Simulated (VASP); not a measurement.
# HfB (Fm-3m) in VASP: further runs

The runs below take HfB through single point, relaxation of cell and atoms, with PBEsol.

Everything below comes from runs of VASP 6.6.1. Logs are shortened: lines on timing, memory, paths and dates and some standing lists are left out, and cuts for length are marked.

**1. The cell of the first run**

The structure is cubic, space group Fm-3m (No. 225). Conventional cell: a = 4.620 Å, b = 4.620 Å, c = 4.620 Å, α = 90.00°, β = 90.00°, γ = 90.00°. Within 3.1 Å of Hf (site symmetry m-3m) lie 6 B at 2.31 Å. Within 3.1 Å of B (site symmetry m-3m) lie 6 Hf at 2.31 Å.

**2. Single point, PBEsol**

Input file INCAR:

```
PREC = Accurate
ENCUT = 520
EDIFF = 1E-6
ISMEAR = 0
SIGMA = 0.1
LREAL = False
LASPH = True
NELM = 100
ALGO = Normal
ISIF = 2
LWAVE = False
LCHARG = False
GGA = PS
NBANDS = 14
```

Input file KPOINTS:

```
regular mesh
0
Gamma
  6 6 6
```

Input file POSCAR:

```
HfB
1.0
    0.0000000000      2.3100000000      2.3100000000
    2.3100000000      0.0000000000      2.3100000000
    2.3100000000      2.3100000000      0.0000000000
Hf B
1 1
Direct
    0.5000000000      0.5000000000      0.5000000000
    0.0000000000      0.0000000000      0.0000000000
```

Potentials or basis: VASP PAW PBE potentials, release 64 (Hf_pv, B).

The run is started by

```sh
$ cat potpaw_PBE.64/Hf_pv/POTCAR potpaw_PBE.64/B/POTCAR > POTCAR
$ mpirun -np 1 vasp_std > vasp.out
```

OUTCAR:

```text
PREC = Accurate
   ENCUT = 520
   EDIFF = 1E-6
   ISMEAR = 0
   LREAL = False
   LASPH = True
   NELM = 100
   ISIF = 2
   GGA = PS

 ion  position               nearest neighbor table
   1  0.500  0.500  0.500-   2 2.31   2 2.31   2 2.31   2 2.31   2 2.31   2 2.31
   2  0.000  0.000  0.000-   1 2.31   1 2.31   1 2.31   1 2.31   1 2.31   1 2.31

  LATTYP: Found a face centered cubic cell.
 ALAT       =     4.6200000000

  Lattice vectors:

 A1 = (   0.0000000000,   2.3100000000,   2.3100000000)
 A2 = (   2.3100000000,   0.0000000000,   2.3100000000)
 A3 = (   2.3100000000,   2.3100000000,   0.0000000000)

Analysis of symmetry for initial positions (statically):
=====================================================================
 Subroutine PRICEL returns:
 Original cell was already a primitive cell.

 Routine SETGRP: Setting up the symmetry group for a
 face centered cubic supercell.

 Subroutine GETGRP returns: Found 48 space group operations
 (whereof 48 operations were pure point group operations)
 out of a pool of 48 trial point group operations.

The static configuration has the point symmetry O_h .

Analysis of symmetry for dynamics (positions and initial velocities):
=====================================================================
 Subroutine PRICEL returns:
 Original cell was already a primitive cell.

 Routine SETGRP: Setting up the symmetry group for a
 face centered cubic supercell.

 Subroutine GETGRP returns: Found 48 space group operations
 (whereof 48 operations were pure point group operations)
 out of a pool of 48 trial point group operations.

The dynamic configuration has the point symmetry O_h .

 Subroutine INISYM returns: Found 48 space group operations
 (whereof 48 operations are pure point group operations),
 and found     1 'primitive' translations

----------------------------------------------------------------------------------------

                                     Primitive cell

  volume of cell :      24.6528

  direct lattice vectors                    reciprocal lattice vectors
     0.000000000  2.310000000  2.310000000    -0.216450216  0.216450216  0.216450216
     2.310000000  0.000000000  2.310000000     0.216450216 -0.216450216  0.216450216
     2.310000000  2.310000000  0.000000000     0.216450216  0.216450216 -0.216450216

  length of vectors
     3.266833329  3.266833329  3.266833329     0.374902772  0.374902772  0.374902772

  position of ions in fractional coordinates (direct lattice)
     0.500000000  0.500000000  0.500000000
     0.000000000  0.000000000  0.000000000

  ion indices of the primitive-cell ions
   primitive index   ion index
                 1           1
                 2           2

----------------------------------------------------------------------------------------

 KPOINTS: regular mesh

Automatic generation of k-mesh.
 Grid dimensions read from file:
 generate k-points for:    6    6    6

 Generating k-lattice:

  Cartesian coordinates                     Fractional coordinates (reciprocal lattice)
    -0.036075036  0.036075036  0.036075036     0.166666667  0.000000000  0.000000000
     0.036075036 -0.036075036  0.036075036     0.000000000  0.166666667  0.000000000
     0.036075036  0.036075036 -0.036075036     0.000000000  0.000000000  0.166666667

  Length of vectors
     0.062483795  0.062483795  0.062483795

  Shift w.r.t. Gamma in fractional coordinates (k-lattice)
     0.000000000  0.000000000  0.000000000

 Subroutine IBZKPT returns following result:
 ===========================================

 Found     16 irreducible k-points:

 Following reciprocal coordinates:
            Coordinates               Weight
  0.000000  0.000000  0.000000      1.000000
  0.166667  0.000000  0.000000      8.000000
  0.333333  0.000000  0.000000      8.000000
  0.500000  0.000000  0.000000      4.000000
  0.166667  0.166667  0.000000      6.000000
  0.333333  0.166667  0.000000     24.000000
[... 8 lines left out ...]
 -0.333333  0.333333  0.166667     24.000000
 -0.333333  0.500000  0.166667     12.000000
   k-points           NKPTS =     16   k-points in BZ     NKDIM =     16   number of bands    NBANDS=     14
   number of dos      NEDOS =    301   number of ions     NIONS =      2
   total plane-waves  NPLWV =  13824
   dimension x,y,z NGX =    24 NGY =   24 NGZ =   24
   dimension x,y,z NGXF=    48 NGYF=   48 NGZF=   48
   ions per type =               1   1
   NGX,Y,Z   is equivalent  to a cutoff of  12.21, 12.21, 12.21 a.u.
   NGXF,Y,Z  is equivalent  to a cutoff of  24.43, 24.43, 24.43 a.u.
 SYSTEM =  unknown system
   PREC   = accura    normal or accurate (medium, high low for compatibility)
   ISTART =      0    job   : 0-new  1-cont  2-samecut
   ICHARG =      2    charge: 1-file 2-atom 10-const
   ISPIN  =      1    spin polarized calculation?
   LNONCOLLINEAR =      F non collinear calculations
   LSORBIT =      F    spin-orbit coupling
   LASPH  =      T    aspherical Exc in radial PAW
   ENCUT  =  520.0 eV  38.22 Ry    6.18 a.u.   6.07  6.07  6.07*2*pi/ulx,y,z
   NELM   =    100;   NELMIN=  2; NELMDL= -5     # of ELM steps
   EDIFF  = 0.1E-05   stopping-criterion for ELM
   LREAL  =      F    real-space projection
   EDIFFG = 0.1E-04   stopping-criterion for IOM
   NSW    =      0    number of steps for IOM
   IBRION =     -1    ionic relax: 0-MD 1-quasi-New 2-CG
   NFREE  =      0    steps in history (QN), initial steepest desc. (CG)
   ISIF   =      2    stress and relaxation
   ISYM   =      2    0-nonsym 1-usesym 2-fastsym
   POTIM  = 0.5000    time-step for ionic-motion
   TEBEG  =    0.0;   TEEND  =   0.0 temperature during run
   PSTRESS=    0.0 pullay stress
   NELECT =      13.0000    total number of electrons
   NUPDOWN=      -1.0000    fix difference up-down
   EMIN   =  10.00;   EMAX   =-10.00  energy-range for DOS
   EFERMI =   0.00;   METHOD = LEGACY
   ISMEAR =     0;   SIGMA  =   0.10  broadening in eV -4-tet -1-fermi 0-gaus
   EFERMI_NEDOS =   21; number of points for ismear=-14 and -15
   IALGO  =     38    algorithm
   IMIX   =      4    mixing-type and parameters
     AMIX     =   0.40;   BMIX     =  1.00
     AMIX_MAG =   1.60;   BMIX_MAG =  1.00
  volume/ion in A,a.u.               =      12.33        83.18
  Fermi-wavevector in a.u.,A,eV,Ry     =   1.322617  2.499383 23.800871  1.749315
  Thomas-Fermi vector in A             =   2.452285
   LORBIT       =      0    0 simple, 1 ext, 2 COOP (PROOUT), +10 PAW based schemes
   GGA     = PS    functional components
   LHFCALC =     F    Hartree Fock is set to
   AEXX    =    0.0000 exact exchange contribution
   IVDW    =     0    specifies the selected vdW correction
   LEPSILON=     F    determine dielectric tensor
   LRPA    =     F    only Hartree local field effects (RPA)
 non-spin polarized calculation
 Gauss-broadening in eV      SIGMA  =   0.10
  energy-cutoff  :      520.00
  volume of cell :       24.65
 maximum number of plane-waves:       680
   NGX = 13   NGY = 13   NGZ = 13

 number of electron      13.0000002 magnetization

 Free energy of the ion-electron system (eV)
  ---------------------------------------------------
  ext. energy  EPLUGINS =         0.00000000
  ---------------------------------------------------
  free energy    TOTEN  =       -18.22980560 eV

  energy without entropy =      -18.22137003  energy(sigma->0) =      -18.22558781

 E-fermi :   4.7883     XC(G=0): -12.4039

 val. band max:        4.7746564093   @ k =   0.5000   0.3333   0.1667
 cond. band min:       5.2629807292   @ k =   0.1667   0.0000   0.0000
 fundamental gap:      0.4883243199
 Fermi energy:         4.7882981545

 k-point     1 :       0.0000    0.0000    0.0000
  band No.  band energies     occupation
      1     -23.2587      2.00000
      2     -23.2587      2.00000
      3     -23.2587      2.00000
      4      -4.5666      2.00000
      5       7.1474      0.00000
      6       7.1474      0.00000
      7       7.1474      0.00000
      8       8.9945      0.00000
      9       8.9945      0.00000
     10       8.9945      0.00000
     11       9.1914      0.00000
     12       9.1914      0.00000
     13      16.6532      0.00000
     14      18.0401      0.00000

 k-point     2 :       0.1667    0.0000    0.0000
  band No.  band energies     occupation
      1     -23.4535      2.00000
      2     -23.2786      2.00000
      3     -23.2786      2.00000
      4      -3.7868      2.00000
      5       5.2630      0.00000
      6       5.9532      0.00000
      7       5.9532      0.00000
      8       8.1881      0.00000
      9       8.1881      0.00000
     10       9.7704      0.00000
     11      12.7841      0.00000
     12      12.7841      0.00000
     13      18.4873      0.00000
     14      18.7821      0.00000

 k-point     3 :       0.3333    0.0000    0.0000
  band No.  band energies     occupation
      1     -23.8218      2.00000
      2     -23.3180      2.00000
      3     -23.3180      2.00000
      4      -1.8667      2.00000
      5       2.8045      2.00000
      6       4.2199      2.00000
      7       4.2199      2.00000
      8      10.0248      0.00000
      9      10.0248      0.00000
     10      10.7062      0.00000
     11      16.8527      0.00000
     12      16.8527      0.00000
     13      16.8731      0.00000
     14      20.1589      0.00000
[... 188 lines left out ...]
 k-point    15 :      -0.3333    0.3333    0.1667
  band No.  band energies     occupation
      1     -23.8252      2.00000
      2     -23.6341      2.00000
      3     -23.4502      2.00000
      4      -0.2936      2.00000
      5       2.0383      2.00000
      6       3.7558      2.00000
      7       4.4267      2.00000
      8      10.0920      0.00000
      9      10.4843      0.00000
     10      12.6131      0.00000
     11      15.0377      0.00000
     12      16.5872      0.00000
     13      18.9643      0.00000
     14      20.1572      0.00000

 k-point    16 :      -0.3333    0.5000    0.1667
  band No.  band energies     occupation
      1     -23.8310      2.00000
      2     -23.6259      2.00000
      3     -23.5251      2.00000
      4      -0.9680      2.00000
      5       3.6523      2.00000
      6       3.8363      2.00000
      7       4.4789      1.99999
      8       9.0230      0.00000
      9      11.8677      0.00000
     10      12.8259      0.00000
     11      12.8854      0.00000
     12      15.8415      0.00000
     13      20.0477      0.00000
     14      20.4094      0.00000

------------------------ aborting loop because EDIFF is reached ----------------------------------------

  FORCE on cell =-STRESS in cart. coord.  units (eV):
  Direction    XX          YY          ZZ          XY          YZ          ZX
  --------------------------------------------------------------------------------------
  -------------------------------------------------------------------------------------
  Total        3.7863494      3.7863494      3.7863494     -0.0000000     -0.0000000      0.0000000
  in kB      246.0737777    246.0737777    246.0737777     -0.0000000     -0.0000000      0.0000000
  external PRESSURE =     246.0737777 kB  Pullay stress =       0.0000000 kB

 VOLUME and BASIS-vectors are now :
 -----------------------------------------------------------------------------
  energy-cutoff  :      520.00
  volume of cell :       24.65
      direct lattice vectors                 reciprocal lattice vectors
     0.000000000  2.310000000  2.310000000    -0.216450216  0.216450216  0.216450216
     2.310000000  0.000000000  2.310000000     0.216450216 -0.216450216  0.216450216
     2.310000000  2.310000000  0.000000000     0.216450216  0.216450216 -0.216450216

 POSITION                                       TOTAL-FORCE (eV/Angst)
 -----------------------------------------------------------------------------------
      2.31000      2.31000      2.31000         0.000000      0.000000      0.000000
      0.00000      0.00000      0.00000        -0.000000     -0.000000      0.000000
 -----------------------------------------------------------------------------------
    total drift:                               -0.000000     -0.000000      0.000000

  FREE ENERGIE OF THE ION-ELECTRON SYSTEM (eV)
  ---------------------------------------------------
  free  energy   TOTEN  =       -18.2298055957 eV

  energy  without entropy=      -18.2213700284  energy(sigma->0) =      -18.22558781
```

Wall time 3.3 s (1 thread of Intel Xeon Platinum 8375C at 2.90GHz (Ice Lake), shared host); peak memory 0.14 GiB.

Results:

| Item | Value |
| --- | --- |
| Free energy | -18.2298 eV |
| Pressure | 24.6 GPa |

Levels at points of the mesh, in eV from the Fermi level:
| k point | band 4 | band 5 | band 6 | band 7 | band 8 | band 9 | band 10 | band 11 |
| --- | --- | --- | --- | --- | --- | --- | --- | --- |
| (0.00, 0.00, 0.00) | -9.35 | 2.36 | 2.36 | 2.36 | 4.21 | 4.21 | 4.21 | 4.40 |
| (0.50, 0.00, 0.00) | -4.84 | -3.79 | -1.17 | -1.17 | 6.71 | 6.71 | 7.77 | 8.67 |
| (0.50, 0.50, 0.00) | -6.49 | -0.94 | -0.68 | 2.61 | 2.61 | 6.44 | 8.08 | 8.08 |

Caveat: the k points lie up to 0.39 Å⁻¹ apart; the PAW data sets were made with another functional, which shifts forces and pressure a little; spin-orbit coupling is left out, which moves the levels of the heavy elements.

(Part 1 of 3 ends here.)
